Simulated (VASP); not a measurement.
# KCl in VASP: further runs, part 2 of 2

VASP 6.6.1. Earlier steps stand in the parts before.

## Step 6: Single point, PBE (epitaxial xy strain +2.0%)

INCAR reads:

```
SYSTEM = KCl
PREC = Accurate
ENCUT = 520
EDIFF = 1E-6
ISMEAR = -1
SIGMA = 0.02
LREAL = .FALSE.
LASPH = .TRUE.
NELM = 60
ALGO = Normal
ISIF = 2
LWAVE = .FALSE.
LCHARG = .FALSE.
GGA = PE
NBANDS = 15
```

KPOINTS reads:

```
regular mesh
0
G
  8 8 8
  0 0 0
```

POSCAR reads:

```
KCl
1.0
    0.0000000000      3.2077452785      3.1309017200
    3.2077452785      0.0000000000      3.1309017200
    3.2077452785      3.2077452785      0.0000000000
K Cl
1 1
Direct
    0.0000000000      0.0000000000      0.0000000000
    0.5000000000      0.5000000000      0.5000000000
```

Potentials or basis: VASP PAW PBE potentials, release 64 (K_sv, Cl).

The run is started by

```bash
> cat potpaw_PBE.64/K_sv/POTCAR potpaw_PBE.64/Cl/POTCAR > POTCAR
> mpirun -np 1 vasp_std > vasp.out
```

OUTCAR:

```text
SYSTEM = KCl
   PREC = Accurate
   ENCUT = 520
   EDIFF = 1E-6
   ISMEAR = -1
   LREAL = .FALSE.
   LASPH = .TRUE.
   NELM = 60
   ISIF = 2
   GGA = PE

 ion  position               nearest neighbor table
   1  0.000  0.000  0.000-   2 3.13   2 3.13   2 3.21   2 3.21   2 3.21   2 3.21
   2  0.500  0.500  0.500-   1 3.13   1 3.13   1 3.21   1 3.21   1 3.21   1 3.21

  LATTYP: Found a body centered tetragonal cell.
 ALAT       =     4.5364368775
 C/A-ratio  =     1.3803351858

  Lattice vectors:

 A1 = (   0.0000000000,  -3.2077452785,  -3.1309017200)
 A2 = (   0.0000000000,   3.2077452785,  -3.1309017200)
 A3 = (   3.2077452785,   0.0000000000,   3.1309017200)

Analysis of symmetry for initial positions (statically):
=====================================================================
 Subroutine PRICEL returns:
 Original cell was already a primitive cell.

 Routine SETGRP: Setting up the symmetry group for a
 body centered tetragonal supercell.

 Subroutine GETGRP returns: Found 16 space group operations
 (whereof 16 operations were pure point group operations)
 out of a pool of 16 trial point group operations.

The static configuration has the point symmetry D_4h.

Analysis of symmetry for dynamics (positions and initial velocities):
=====================================================================
 Subroutine PRICEL returns:
 Original cell was already a primitive cell.

 Routine SETGRP: Setting up the symmetry group for a
 body centered tetragonal supercell.

 Subroutine GETGRP returns: Found 16 space group operations
 (whereof 16 operations were pure point group operations)
 out of a pool of 16 trial point group operations.

The dynamic configuration has the point symmetry D_4h.

 Subroutine INISYM returns: Found 16 space group operations
 (whereof 16 operations are pure point group operations),
 and found     1 'primitive' translations

----------------------------------------------------------------------------------------

                                     Primitive cell

  volume of cell :      64.4316

  direct lattice vectors                    reciprocal lattice vectors
     0.000000000  3.207745279  3.130901720    -0.155872726  0.155872726  0.159698402
     3.207745279  0.000000000  3.130901720     0.155872726 -0.155872726  0.159698402
     3.207745279  3.207745279  0.000000000     0.155872726  0.155872726 -0.159698402

  length of vectors
     4.482429626  4.482429626  4.536436877     0.272206158  0.272206158  0.272206158

  position of ions in fractional coordinates (direct lattice)
     0.000000000  0.000000000  0.000000000
     0.500000000  0.500000000  0.500000000

  ion indices of the primitive-cell ions
   primitive index   ion index
                 1           1
                 2           2

----------------------------------------------------------------------------------------

 KPOINTS: regular mesh

Automatic generation of k-mesh.
 Grid dimensions read from file:
 generate k-points for:    8    8    8

 Generating k-lattice:

  Cartesian coordinates                     Fractional coordinates (reciprocal lattice)
    -0.019484091  0.019484091  0.019962300     0.125000000  0.000000000  0.000000000
     0.019484091 -0.019484091  0.019962300     0.000000000  0.125000000  0.000000000
     0.019484091  0.019484091 -0.019962300     0.000000000  0.000000000  0.125000000

  Length of vectors
     0.034025770  0.034025770  0.034025770

  Shift w.r.t. Gamma in fractional coordinates (k-lattice)
     0.000000000  0.000000000  0.000000000

 Subroutine IBZKPT returns following result:
 ===========================================

 Found     59 irreducible k-points:

 Following reciprocal coordinates:
            Coordinates               Weight
  0.000000  0.000000  0.000000      1.000000
  0.125000  0.000000  0.000000      8.000000
  0.250000  0.000000  0.000000      8.000000
  0.375000 -0.000000  0.000000      8.000000
  0.500000  0.000000  0.000000      4.000000
  0.125000  0.125000  0.000000      2.000000
[... 16 lines left out ...]
  0.250000  0.000000  0.125000     16.000000
  0.375000  0.000000  0.125000     16.000000
 [... further k-points ...]
   k-points           NKPTS =     59   k-points in BZ     NKDIM =     59   number of bands    NBANDS=     15
   number of dos      NEDOS =    301   number of ions     NIONS =      2
   total plane-waves  NPLWV =  46656
   dimension x,y,z NGX =    36 NGY =   36 NGZ =   36
   dimension x,y,z NGXF=    72 NGYF=   72 NGZF=   72
   ions per type =               1   1
   NGX,Y,Z   is equivalent  to a cutoff of  13.35, 13.35, 13.19 a.u.
   NGXF,Y,Z  is equivalent  to a cutoff of  26.70, 26.70, 26.39 a.u.
 SYSTEM =  KCl
   PREC   = accura    normal or accurate (medium, high low for compatibility)
   ISTART =      0    job   : 0-new  1-cont  2-samecut
   ICHARG =      2    charge: 1-file 2-atom 10-const
   ISPIN  =      1    spin polarized calculation?
   LNONCOLLINEAR =      F non collinear calculations
   LSORBIT =      F    spin-orbit coupling
   LASPH  =      T    aspherical Exc in radial PAW
   ENCUT  =  520.0 eV  38.22 Ry    6.18 a.u.   8.33  8.33  8.43*2*pi/ulx,y,z
   NELM   =     60;   NELMIN=  2; NELMDL= -5     # of ELM steps
   EDIFF  = 0.1E-05   stopping-criterion for ELM
   LREAL  =      F    real-space projection
   EDIFFG = 0.1E-04   stopping-criterion for IOM
   NSW    =      0    number of steps for IOM
   IBRION =     -1    ionic relax: 0-MD 1-quasi-New 2-CG
   NFREE  =      0    steps in history (QN), initial steepest desc. (CG)
   ISIF   =      2    stress and relaxation
   ISYM   =      2    0-nonsym 1-usesym 2-fastsym
   POTIM  = 0.5000    time-step for ionic-motion
   TEBEG  =    0.0;   TEEND  =   0.0 temperature during run
   PSTRESS=    0.0 pullay stress
   NELECT =      16.0000    total number of electrons
   NUPDOWN=      -1.0000    fix difference up-down
   EMIN   =  10.00;   EMAX   =-10.00  energy-range for DOS
   EFERMI =   0.00;   METHOD = LEGACY
   ISMEAR =    -1;   SIGMA  =   0.02  broadening in eV -4-tet -1-fermi 0-gaus
   EFERMI_NEDOS =   21; number of points for ismear=-14 and -15
   IALGO  =     38    algorithm
   IMIX   =      4    mixing-type and parameters
     AMIX     =   0.40;   BMIX     =  1.00
     AMIX_MAG =   1.60;   BMIX_MAG =  1.00
  volume/ion in A,a.u.               =      32.22       217.40
  Fermi-wavevector in a.u.,A,eV,Ry     =   1.028999  1.944527 14.406388  1.058840
  Thomas-Fermi vector in A             =   2.163025
   LORBIT       =      0    0 simple, 1 ext, 2 COOP (PROOUT), +10 PAW based schemes
   GGA     = PE    functional components
   LHFCALC =     F    Hartree Fock is set to
   AEXX    =    0.0000 exact exchange contribution
   IVDW    =     0    specifies the selected vdW correction
   LEPSILON=     F    determine dielectric tensor
   LRPA    =     F    only Hartree local field effects (RPA)
 non-spin polarized calculation
  energy-cutoff  :      520.00
  volume of cell :       64.43
 maximum number of plane-waves:      1767
 NGX is ok and might be reduce to    36
   NGX = 17   NGY = 17   NGZ = 17

 number of electron      15.9999998 magnetization

 Free energy of the ion-electron system (eV)
  ---------------------------------------------------
  ext. energy  EPLUGINS =         0.00000000
  ---------------------------------------------------
  free energy    TOTEN  =        -6.80796952 eV

  energy without entropy =       -6.80796952  energy(sigma->0) =       -6.80796952

 E-fermi :  -1.4976     XC(G=0):  -7.4020

 val. band max:       -1.9636771812   @ k =   0.0000   0.0000   0.0000
 cond. band min:       3.0988159642   @ k =   0.0000   0.0000   0.0000
 fundamental gap:      5.0624931454
 Fermi energy:        -1.4976076402

 k-point     1 :       0.0000    0.0000    0.0000
  band No.  band energies     occupation
      1     -29.2522      2.00000
      2     -14.0541      2.00000
      3     -12.7134      2.00000
      4     -12.7134      2.00000
      5     -12.7112      2.00000
      6      -1.9765      2.00000
      7      -1.9765      2.00000
      8      -1.9637      2.00000
      9       3.0988      0.00000
     10       6.3398      0.00000
     11       6.3398      0.00000
     12       6.4873      0.00000
     13       7.1883      0.00000
     14       7.3070      0.00000
[... 401 lines left out ...]
      2     -14.1635      2.00000
      3     -12.7298      2.00000
      4     -12.7261      2.00000
      5     -12.5685      2.00000
      6      -2.7289      2.00000
      7      -2.2351      2.00000
      8      -2.1823      2.00000
      9       5.0895      0.00000
     10       5.9140      0.00000
     11       7.7419      0.00000
     12       8.0697      0.00000
     13       8.2891      0.00000
     14       8.5845      0.00000
     15      10.1867      0.00000

 [... further k-points ...]
[... 5 lines left out ...]
  --------------------------------------------------------------------------------------
  -------------------------------------------------------------------------------------
  Total       -0.0334692     -0.0334692      0.2937435      0.0000000     -0.0000000      0.0000000
  in kB       -0.8322551     -0.8322551      7.3043184      0.0000000     -0.0000000      0.0000000
  external PRESSURE =       1.8799361 kB  Pullay stress =       0.0000000 kB

 VOLUME and BASIS-vectors are now :
 -----------------------------------------------------------------------------
  energy-cutoff  :      520.00
  volume of cell :       64.43
      direct lattice vectors                 reciprocal lattice vectors
     0.000000000  3.207745279  3.130901720    -0.155872726  0.155872726  0.159698402
     3.207745279  0.000000000  3.130901720     0.155872726 -0.155872726  0.159698402
     3.207745279  3.207745279  0.000000000     0.155872726  0.155872726 -0.159698402

 POSITION                                       TOTAL-FORCE (eV/Angst)
 -----------------------------------------------------------------------------------
      0.00000      0.00000      0.00000        -0.000000      0.000000      0.000000
      3.20775      3.20775      3.13090         0.000000     -0.000000      0.000000
 -----------------------------------------------------------------------------------
    total drift:                                0.000000      0.000000      0.000000

  FREE ENERGIE OF THE ION-ELECTRON SYSTEM (eV)
  ---------------------------------------------------
  free  energy   TOTEN  =        -6.8079695178 eV

  energy  without entropy=       -6.8079695178  energy(sigma->0) =       -6.80796952
```

OSZICAR:

```text
N       E                     dE             d eps       ncg     rms          rms(c)
DAV:   1     0.105133214222E+03    0.10513E+03   -0.71228E+03  1770   0.954E+02
DAV:   2    -0.271880047731E+00   -0.10541E+03   -0.97444E+02  2233   0.241E+02
DAV:   3    -0.687619136342E+01   -0.66043E+01   -0.65708E+01  2442   0.532E+01
DAV:   4    -0.710779465774E+01   -0.23160E+00   -0.23156E+00  2750   0.937E+00
DAV:   5    -0.710962800109E+01   -0.18333E-02   -0.18333E-02  2491   0.929E-01    0.320E+00
DAV:   6    -0.681001707681E+01    0.29961E+00   -0.43526E-01  2260   0.326E+00    0.261E+00
DAV:   7    -0.679404237992E+01    0.15975E-01   -0.10458E-01  2428   0.180E+00    0.152E+00
DAV:   8    -0.680653158868E+01   -0.12489E-01   -0.16703E-02  2177   0.954E-01    0.176E-01
DAV:   9    -0.680736640883E+01   -0.83482E-03   -0.10678E-03  2421   0.205E-01    0.992E-02
DAV:  10    -0.680796143004E+01   -0.59502E-03   -0.62755E-04  1868   0.157E-01    0.211E-02
DAV:  11    -0.680796602169E+01   -0.45916E-05   -0.24952E-05  2530   0.272E-02    0.592E-03
DAV:  12    -0.680796907958E+01   -0.30579E-05   -0.34671E-06  1916   0.132E-02    0.438E-03
DAV:  13    -0.680796951778E+01   -0.43820E-06   -0.65511E-07  1760   0.460E-03
   1 F= -.68079695E+01 E0= -.68079695E+01  d E =-.681870E-12
```

stdout:

```text
POSCAR found type information on POSCAR K Cl
 POSCAR found :  2 types and       2 ions
 scaLAPACK will be used
 LDA part: xc-table for (Slater+PW92), standard interpolation
 POSCAR, INCAR and KPOINTS ok, starting setup
 FFT: planning ... GRIDC
 FFT: planning ... GRID_SOFT
 FFT: planning ... GRID
 WAVECAR not read
 entering main loop
```

It took 1.8 min on 1 thread of AMD EPYC 7R13, shared host; peak memory 0.2 GiB.

What came out:

| Item | Value |
| --- | --- |
| Free energy | -6.8080 eV |
| Pressure | 0.2 GPa |
| Band gap on the k mesh | 5.06 eV, direct |

Caveat: the cell differs from its parent crystal (epitaxial xy strain +2.0%). A k mesh can miss the band edges.

## Step 7: Overview

```tsv
level	cell	k mesh	smearing	gap on the mesh (eV)	pressure (GPa)
PBE	a = 4.567 Å, angles 58.3°, 2 atoms	4 × 4 × 4	gaussian 0.01 eV	5.03	0.1
PBE	a = 4.560, b = 4.560, c = 4.447 Å, angles 60.8, 60.8, 58.4°, 2 atoms	4 × 4 × 4	gaussian 0.01 eV	5.02	0.0
PBE	a = 4.447 Å, angles 60.0°, 2 atoms	8 × 8 × 8	fermi-dirac 0.02 eV	5.19	0.8
r2SCAN	a = 4.447 Å, angles 60.0°, 2 atoms	8 × 8 × 8	gaussian 0.01 eV	5.84	0.0
PBE	a = 4.482, b = 4.482, c = 4.536 Å, angles 59.6, 59.6, 60.8°, 2 atoms	8 × 8 × 8	fermi-dirac 0.02 eV	5.06	0.2
```

Alike in all rows: task single point; potentials or basis VASP PAW PBE potentials, release 64 (K_sv, Cl); no spin polarisation; cutoff (eV) 520.

Caveats: some runs use coarse meshes; the PAW data sets were made with another functional, which shifts forces and pressure a little (some runs).

Absolute energies hang on the potentials; compare differences alone.
